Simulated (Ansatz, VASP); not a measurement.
# Mo in VASP and in Ansatz

INCAR

```
SYSTEM = Mo
PREC     = Accurate       ! precision mode
ENCUT    = 520            ! plane-wave cutoff, eV
EDIFF    = 1E-6           ! SCF threshold, eV
ISMEAR   = -1             ! smearing method
SIGMA    = 0.05           ! smearing width, eV
LREAL    = .FALSE.        ! projectors in reciprocal space
LASPH    = .TRUE.         ! aspherical terms in the spheres
NELM     = 100            ! most SCF steps
ALGO     = Normal         ! electronic algorithm
ISIF     = 2              ! what is computed and relaxed
LWAVE    = .FALSE.        ! write WAVECAR
LCHARG   = .FALSE.        ! write CHGCAR
GGA      = PE             ! functional
NBANDS   = 21             ! bands
```

File KPOINTS:

```
regular mesh
0
G
  14 14 14
  0 0 0
```

POSCAR

```
Mo
1.0
    0.0000000000      2.4632595088      2.4632595088
    2.4632595088      0.0000000000      2.4632595088
    2.4632595088      2.4632595088      0.0000000000
Mo
2
Direct
   -0.1250000000     -0.1250000000     -0.1250000000
    0.1250000000      0.1250000000      0.1250000000
```

Input for Ansatz:

```yaml
crystal:
  lattice:
    - [0.0, 2.4632595088, 2.4632595088]
    - [2.4632595088, 0.0, 2.4632595088]
    - [2.4632595088, 2.4632595088, 0.0]
  atoms:
    - { symbol: Mo, position: [-0.125, -0.125, -0.125] }
    - { symbol: Mo, position: [0.125, 0.125, 0.125] }
kpoints:
  mp_grid: { grid: [14, 14, 14] }
scf:
  occupations: { method: fermi_dirac, width: 0.05 }
hamiltonian:
  xc: pbe
  pseudopotentials: { kind: paw }
output:
  forces: true
  stress: true
  eigenvalues: true
  populations: true
```

Change from the starting cell: volume scaled by 0.65, PAW files.

Alike in both runs: task single point; functional PBE; k mesh 14 × 14 × 14; occupations fermi-dirac, width 0.05 eV; no spin polarisation.

```csv
,VASP,Ansatz
version,VASP 6.6.1,Ansatz 0.2.0
potentials or method,"VASP PAW PBE potentials, release 64 (Mo_sv)","PAW with Ansatz's default frozen-core files, scalar-relativistic"
plane-wave cutoff (eV),520,420
valence electrons in the cell,28,28
```

|  | VASP | Ansatz | Ansatz less VASP |
| --- | --- | --- | --- |
| pressure (GPa) | 115.8 | 112.0 | -3.81 |

Both programs put the cell under a high pressure, so it lies far from rest at this level.

Noted on VASP's run: the cell as given lies far from equilibrium.
